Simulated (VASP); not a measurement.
# MoS2 (P6_3/mmc) in VASP: further runs

The runs below take MoS2 through single point, with LDA, RPBE.

All numbers are computed with VASP 6.6.1; they aren't measurements. Logs are shortened: lines on timing, memory, paths and dates and some standing lists are left out, and cuts for length are marked.

### 1 The cell of the first run

The structure is hexagonal, space group P6_3/mmc (No. 194). Conventional cell: a = 3.192 Å, b = 3.192 Å, c = 13.378 Å, α = 90.00°, β = 90.00°, γ = 120.00°. Mo (site symmetry -6m2) has 6 S at 2.42 Å and 6 Mo at 3.19 Å within 3.2 Å. Within 3.2 Å of S (site symmetry 3m) lie 3 Mo at 2.42 Å and 7 S at 3.13 to 3.19 Å.

### 2 Single point, LDA

INCAR

```
SYSTEM = MoS2
ALGO = Normal
EDIFF = 1E-6
ENCUT = 520
ISIF = 2
ISMEAR = 0
LASPH = .True.
LCHARG = .True.
LELF = .True.
LREAL = .False.
LVHAR = .True.
LWAVE = .False.
NBANDS = 35
NELM = 80
PREC = Accurate
SIGMA = 0.1
```

KPOINTS

```
k-points
0
Gamma
  6 6 2
  0 0 0
```

POSCAR

```
MoS2
1.0
    3.1922379100      0.0000000000      0.0000000000
   -1.5961189600      2.7645591300      0.0000000000
    0.0000000000      0.0000000000     13.3782940000
Mo S
2 4
Direct
    0.6666666700      0.3333333300      0.2500000000
    0.3333333300      0.6666666700      0.7500000000
    0.6666666700      0.3333333300      0.6330820000
    0.3333333300      0.6666666700      0.3669180000
    0.6666666700      0.3333333300      0.8669180000
    0.3333333300      0.6666666700      0.1330820000
```

Potentials or basis: VASP PAW LDA potentials, release 64 (Mo_sv, S).

Command:

```sh
cat potpaw_LDA.64/Mo_sv/POTCAR potpaw_LDA.64/S/POTCAR > POTCAR
mpirun -np 1 vasp_std > vasp.out
```

OUTCAR:

```text
SYSTEM = MoS2
   EDIFF = 1E-6
   ENCUT = 520
   ISIF = 2
   ISMEAR = 0
   LASPH = .True.
   LREAL = .False.
   NELM = 80
   PREC = Accurate

 ion  position               nearest neighbor table
   1  0.667  0.333  0.250-   4 2.42   6 2.42   4 2.42   6 2.42   4 2.42   6 2.42
   2  0.333  0.667  0.750-   3 2.42   5 2.42   3 2.42   5 2.42   3 2.42   5 2.42
   3  0.667  0.333  0.633-   2 2.42   2 2.42   2 2.42
   4  0.333  0.667  0.367-   1 2.42   1 2.42   1 2.42
   5  0.667  0.333  0.867-   2 2.42   2 2.42   2 2.42
   6  0.333  0.667  0.133-   1 2.42   1 2.42   1 2.42

  LATTYP: Found a hexagonal cell.
 ALAT       =     3.1922379100
 C/A-ratio  =     4.1908825022

  Lattice vectors:

 A1 = (   3.1922379100,   0.0000000000,   0.0000000000)
 A2 = (  -1.5961189600,   2.7645591300,   0.0000000000)
 A3 = (   0.0000000000,   0.0000000000,  13.3782940000)

Analysis of symmetry for initial positions (statically):
=====================================================================
 Subroutine PRICEL returns:
 Original cell was already a primitive cell.

 Routine SETGRP: Setting up the symmetry group for a
 hexagonal supercell.

 Subroutine GETGRP returns: Found 24 space group operations
 (whereof 12 operations were pure point group operations)
 out of a pool of 24 trial point group operations.

The static configuration has the point symmetry D_3d.
 The point group associated with its full space group is D_6h.

Analysis of symmetry for dynamics (positions and initial velocities):
=====================================================================
 Subroutine PRICEL returns:
 Original cell was already a primitive cell.

 Routine SETGRP: Setting up the symmetry group for a
 hexagonal supercell.

 Subroutine GETGRP returns: Found 24 space group operations
 (whereof 12 operations were pure point group operations)
 out of a pool of 24 trial point group operations.

The dynamic configuration has the point symmetry D_3d.
 The point group associated with its full space group is D_6h.

 Subroutine INISYM returns: Found 24 space group operations
 (whereof 12 operations are pure point group operations),
 and found     1 'primitive' translations

----------------------------------------------------------------------------------------

                                     Primitive cell

  volume of cell :     118.0652

  direct lattice vectors                    reciprocal lattice vectors
     3.192237910  0.000000000  0.000000000     0.313259860  0.180860665  0.000000000
    -1.596118960  2.764559130  0.000000000     0.000000000  0.361721328  0.000000000
     0.000000000  0.000000000 13.378294000     0.000000000  0.000000000  0.074747946

  length of vectors
     3.192237910  3.192237917 13.378294000     0.361721329  0.361721328  0.074747946

  position of ions in fractional coordinates (direct lattice)
     0.666666670  0.333333330  0.250000000
     0.333333330  0.666666670  0.750000000
     0.666666670  0.333333330  0.633082000
     0.333333330  0.666666670  0.366918000
     0.666666670  0.333333330  0.866918000
     0.333333330  0.666666670  0.133082000

  ion indices of the primitive-cell ions
   primitive index   ion index
                 1           1
                 2           2
                 3           3
                 4           4
                 5           5
                 6           6

----------------------------------------------------------------------------------------

 KPOINTS: k-points

Automatic generation of k-mesh.
 Grid dimensions read from file:
 generate k-points for:    6    6    2

 Generating k-lattice:

  Cartesian coordinates                     Fractional coordinates (reciprocal lattice)
     0.052209977  0.030143444  0.000000000     0.166666667  0.000000000  0.000000000
     0.000000000  0.060286888  0.000000000     0.000000000  0.166666667  0.000000000
     0.000000000  0.000000000  0.037373973     0.000000000  0.000000000  0.500000000

  Length of vectors
     0.060286888  0.060286888  0.037373973

  Shift w.r.t. Gamma in fractional coordinates (k-lattice)
     0.000000000  0.000000000  0.000000000

 Subroutine IBZKPT returns following result:
 ===========================================

 Found     14 irreducible k-points:

 Following reciprocal coordinates:
            Coordinates               Weight
  0.000000  0.000000  0.000000      1.000000
  0.166667  0.000000  0.000000      6.000000
  0.333333  0.000000  0.000000      6.000000
  0.500000  0.000000  0.000000      3.000000
  0.166667  0.166667  0.000000      6.000000
  0.333333  0.166667  0.000000     12.000000
  0.333333  0.333333  0.000000      2.000000
  0.000000  0.000000  0.500000      1.000000
  0.166667  0.000000  0.500000      6.000000
  0.333333  0.000000  0.500000      6.000000
  0.500000  0.000000  0.500000      3.000000
  0.166667  0.166667  0.500000      6.000000
  0.333333  0.166667  0.500000     12.000000
  0.333333  0.333333  0.500000      2.000000
   k-points           NKPTS =     14   k-points in BZ     NKDIM =     14   number of bands    NBANDS=     35
   number of dos      NEDOS =    301   number of ions     NIONS =      6
   total plane-waves  NPLWV =  57600
   dimension x,y,z NGX =    24 NGY =   24 NGZ =  100
   dimension x,y,z NGXF=    48 NGYF=   48 NGZF=  200
   ions per type =               2   4
   NGX,Y,Z   is equivalent  to a cutoff of  12.50, 12.50, 12.43 a.u.
   NGXF,Y,Z  is equivalent  to a cutoff of  25.00, 25.00, 24.85 a.u.
 SYSTEM =  MoS2
   PREC   = accura    normal or accurate (medium, high low for compatibility)
   ISTART =      0    job   : 0-new  1-cont  2-samecut
   ICHARG =      2    charge: 1-file 2-atom 10-const
   ISPIN  =      1    spin polarized calculation?
   LNONCOLLINEAR =      F non collinear calculations
   LSORBIT =      F    spin-orbit coupling
   LASPH  =      T    aspherical Exc in radial PAW
   ENCUT  =  520.0 eV  38.22 Ry    6.18 a.u.   5.94  5.94 24.87*2*pi/ulx,y,z
   NELM   =     80;   NELMIN=  2; NELMDL= -5     # of ELM steps
   EDIFF  = 0.1E-05   stopping-criterion for ELM
   LREAL  =      F    real-space projection
   EDIFFG = 0.1E-04   stopping-criterion for IOM
   NSW    =      0    number of steps for IOM
   IBRION =     -1    ionic relax: 0-MD 1-quasi-New 2-CG
   NFREE  =      0    steps in history (QN), initial steepest desc. (CG)
   ISIF   =      2    stress and relaxation
   ISYM   =      2    0-nonsym 1-usesym 2-fastsym
   POTIM  = 0.5000    time-step for ionic-motion
   TEBEG  =    0.0;   TEEND  =   0.0 temperature during run
   PSTRESS=    0.0 pullay stress
   NELECT =      52.0000    total number of electrons
   NUPDOWN=      -1.0000    fix difference up-down
   EMIN   =  10.00;   EMAX   =-10.00  energy-range for DOS
   EFERMI =   0.00;   METHOD = LEGACY
   ISMEAR =     0;   SIGMA  =   0.10  broadening in eV -4-tet -1-fermi 0-gaus
   EFERMI_NEDOS =   21; number of points for ismear=-14 and -15
   IALGO  =     38    algorithm
   IMIX   =      4    mixing-type and parameters
     AMIX     =   0.40;   BMIX     =  1.00
     AMIX_MAG =   1.60;   BMIX_MAG =  1.00
  volume/ion in A,a.u.               =      19.68       132.79
  Fermi-wavevector in a.u.,A,eV,Ry     =   1.245571  2.353789 21.108736  1.551448
  Thomas-Fermi vector in A             =   2.379788
   LORBIT       =      0    0 simple, 1 ext, 2 COOP (PROOUT), +10 PAW based schemes
   GGA     = CA    functional components
   LHFCALC =     F    Hartree Fock is set to
   AEXX    =    0.0000 exact exchange contribution
   IVDW    =     0    specifies the selected vdW correction
   LEPSILON=     F    determine dielectric tensor
   LRPA    =     F    only Hartree local field effects (RPA)
 non-spin polarized calculation
 Gauss-broadening in eV      SIGMA  =   0.10
  energy-cutoff  :      520.00
  volume of cell :      118.07
 maximum number of plane-waves:      3204
 NGX is ok and might be reduce to    24
   NGX = 11   NGY = 11   NGZ = 49

 number of electron      52.0000003 magnetization

 Free energy of the ion-electron system (eV)
  ---------------------------------------------------
  ext. energy  EPLUGINS =         0.00000000
  ---------------------------------------------------
  free energy    TOTEN  =       -48.73552499 eV

  energy without entropy =      -48.73552499  energy(sigma->0) =      -48.73552499

 E-fermi :   6.3564     XC(G=0): -10.4944

 val. band max:        5.9265102690   @ k =   0.0000   0.0000   0.0000
 cond. band min:       7.1177019783   @ k =   0.1667   0.1667   0.0000
 fundamental gap:      1.1911917093
 Fermi energy:         6.3563832875

 k-point     1 :       0.0000    0.0000    0.0000
  band No.  band energies     occupation
      1     -55.0236      2.00000
      2     -55.0236      2.00000
      3     -29.3605      2.00000
      4     -29.3605      2.00000
      5     -29.1459      2.00000
      6     -29.1459      2.00000
[... 27 lines left out ...]
     34       8.5100      0.00000
     35      11.3641      0.00000

 k-point     2 :       0.1667    0.0000    0.0000
  band No.  band energies     occupation
      1     -55.0143      2.00000
      2     -55.0143      2.00000
      3     -29.3423      2.00000
      4     -29.3423      2.00000
      5     -29.2394      2.00000
      6     -29.2394      2.00000
[... 27 lines left out ...]
     34       8.8365      0.00000
     35      12.6636      0.00000

 k-point     3 :       0.3333    0.0000    0.0000
  band No.  band energies     occupation
      1     -54.9958      2.00000
      2     -54.9958      2.00000
      3     -29.4224      2.00000
      4     -29.4224      2.00000
      5     -29.3057      2.00000
      6     -29.3057      2.00000
[... 27 lines left out ...]
     34       9.6080      0.00000
     35      12.7184      0.00000

 k-point     4 :       0.5000    0.0000    0.0000
  band No.  band energies     occupation
      1     -54.9865      2.00000
      2     -54.9865      2.00000
      3     -29.5120      2.00000
      4     -29.5120      2.00000
      5     -29.2873      2.00000
      6     -29.2873      2.00000
[... 27 lines left out ...]
     34       9.8498      0.00000
     35      11.3264      0.00000

 k-point     5 :       0.1667    0.1667    0.0000
  band No.  band energies     occupation
      1     -55.0004      2.00000
      2     -55.0004      2.00000
      3     -29.3599      2.00000
      4     -29.3599      2.00000
      5     -29.3149      2.00000
      6     -29.3148      2.00000
[... 258 lines left out ...]
 k-point    12 :       0.1667    0.1667    0.5000
  band No.  band energies     occupation
      1     -55.0004      2.00000
      2     -55.0004      2.00000
      3     -29.3599      2.00000
      4     -29.3599      2.00000
      5     -29.3148      2.00000
      6     -29.3148      2.00000
[... 27 lines left out ...]
     34       9.6383      0.00000
     35      13.7270      0.00000

 k-point    13 :       0.3333    0.1667    0.5000
  band No.  band energies     occupation
      1     -54.9865      2.00000
      2     -54.9865      2.00000
      3     -29.4663      2.00000
      4     -29.4663      2.00000
      5     -29.2873      2.00000
      6     -29.2873      2.00000
[... 27 lines left out ...]
     34       9.8465      0.00000
     35      12.4543      0.00000

 k-point    14 :       0.3333    0.3333    0.5000
  band No.  band energies     occupation
      1     -54.9818      2.00000
      2     -54.9818      2.00000
      3     -29.4218      2.00000
      4     -29.4218      2.00000
      5     -29.3800      2.00000
      6     -29.3800      2.00000
[... 27 lines left out ...]
     34      10.2319      0.00000
     35      12.6258      0.00000

------------------------ aborting loop because EDIFF is reached ----------------------------------------

  FORCE on cell =-STRESS in cart. coord.  units (eV):
  Direction    XX          YY          ZZ          XY          YZ          ZX
  --------------------------------------------------------------------------------------
  -------------------------------------------------------------------------------------
  Total       -5.4857743     -5.4857744     -4.7708856      0.0000000      0.0000000     -0.0000000
  in kB      -74.4434772    -74.4434775    -64.7422392      0.0000001      0.0000000     -0.0000000
  external PRESSURE =     -71.2097313 kB  Pullay stress =       0.0000000 kB

 VOLUME and BASIS-vectors are now :
 -----------------------------------------------------------------------------
  energy-cutoff  :      520.00
  volume of cell :      118.07
      direct lattice vectors                 reciprocal lattice vectors
     3.192237910  0.000000000  0.000000000     0.313259860  0.180860665  0.000000000
    -1.596118960  2.764559130  0.000000000     0.000000000  0.361721328  0.000000000
     0.000000000  0.000000000 13.378294000     0.000000000  0.000000000  0.074747946

 POSITION                                       TOTAL-FORCE (eV/Angst)
 -----------------------------------------------------------------------------------
      1.59612      0.92152      3.34457        -0.000000     -0.000000      0.000000
     -0.00000      1.84304     10.03372         0.000000     -0.000000      0.000000
      1.59612      0.92152      8.46956         0.000000     -0.000000      0.567984
     -0.00000      1.84304      4.90874        -0.000000      0.000000     -0.567984
      1.59612      0.92152     11.59788         0.000000     -0.000000     -0.567984
     -0.00000      1.84304      1.78041        -0.000000      0.000000      0.567984
 -----------------------------------------------------------------------------------
    total drift:                               -0.000014      0.000008     -0.000000

  FREE ENERGIE OF THE ION-ELECTRON SYSTEM (eV)
  ---------------------------------------------------
  free  energy   TOTEN  =       -48.7355249920 eV

  energy  without entropy=      -48.7355249920  energy(sigma->0) =      -48.73552499
```

Wall time 2.2 min (1 thread of AMD EPYC 7R13, shared host); peak memory 0.17 GiB.

Results:

```
Free energy            : -48.7355 eV
Pressure               : -7.1 GPa
Largest force          : 0.568 eV/Å
Band gap on the k mesh : 1.19 eV, indirect (least direct gap 1.62 eV)
```

Forces on the atoms (eV/Å):
```
Mo   0.000  0.000  0.000
Mo   0.000  0.000  0.000
S    0.000  0.000  0.568
S    0.000  0.000 -0.568
S    0.000  0.000 -0.568
S    0.000  0.000  0.568
```

### 3 Single point, RPBE

This run uses another cell than the first one, of 24.37 Å³/atom, 1.238 times its volume.

INCAR

```
PREC = Accurate
ENCUT = 500
EDIFF = 1E-6
ISMEAR = 0
SIGMA = 0.02
LREAL = False
LASPH = True
NELM = 120
ALGO = Normal
ISIF = 2
LWAVE = False
LCHARG = False
GGA = RP
NBANDS = 35
GGA_COMPAT = False
```

KPOINTS

```
Automatic mesh
0
Gamma
  12 12 2
```

POSCAR

```
MoS2
1.0
    3.2099839268      0.0000000029      0.0000000000
   -1.6049919659      2.7799276249      0.0000000000
    0.0000000000      0.0000000000     16.3837797534
Mo S
2 4
Direct
    0.6666666667      0.3333333333      0.2500000000
    0.3333333333      0.6666666667      0.7500000000
    0.6666666667      0.3333333333      0.6545402697
    0.3333333333      0.6666666667      0.3454597303
    0.6666666667      0.3333333333      0.8454597303
    0.3333333333      0.6666666667      0.1545402697
```

Potentials or basis: VASP PAW PBE potentials, release 64 (Mo_sv, S).

Command:

```sh
cat potpaw_PBE.64/Mo_sv/POTCAR potpaw_PBE.64/S/POTCAR > POTCAR
mpirun -np 1 vasp_std > vasp.out
```

It took 5.1 min on 1 thread of AMD EPYC 7R13, shared host; peak memory 0.29 GiB.

It converged, with:

```
Free energy            : -41.3167 eV
Pressure               : -0.2 GPa
Largest force          : 0.021 eV/Å
Band gap on the k mesh : 1.45 eV, indirect (least direct gap 1.60 eV)
```

Forces in eV/Å, atoms in the order of the input:
```
Mo   0.000  0.000  0.000
Mo   0.000  0.000  0.000
S    0.000  0.000  0.021
S    0.000  0.000 -0.021
S    0.000  0.000 -0.021
S    0.000  0.000  0.021
```

Levels at points of the mesh, in eV from the valence-band top:
| k point | band 22 | band 23 | band 24 | band 25 | band 26 | band 27 | band 28 | band 29 | band 30 | band 31 |
| --- | --- | --- | --- | --- | --- | --- | --- | --- | --- | --- |
| (0.00, 0.00, 0.00) | -1.66 | -1.66 | -1.66 | -0.18 | 0.00 | 2.55 | 2.55 | 2.55 | 2.55 | 2.79 |
| (0.50, 0.00, 0.00) | -1.98 | -1.16 | -1.16 | -0.75 | -0.75 | 2.02 | 2.02 | 2.52 | 2.54 | 3.66 |
| (0.00, 0.00, 0.50) | -1.66 | -1.66 | -1.66 | -0.08 | -0.08 | 2.55 | 2.55 | 2.55 | 2.55 | 2.79 |
| (0.50, 0.00, 0.50) | -1.98 | -1.16 | -1.16 | -0.75 | -0.75 | 2.02 | 2.02 | 2.53 | 2.53 | 3.71 |

Caveat: the PAW data sets were made with another functional, which shifts forces and pressure a little; this functional lacks dispersion, which binds the layers, so the pressure and a relaxed spacing across them are unreliable. A k mesh can miss the band edges.

[end of part 1 of 2]
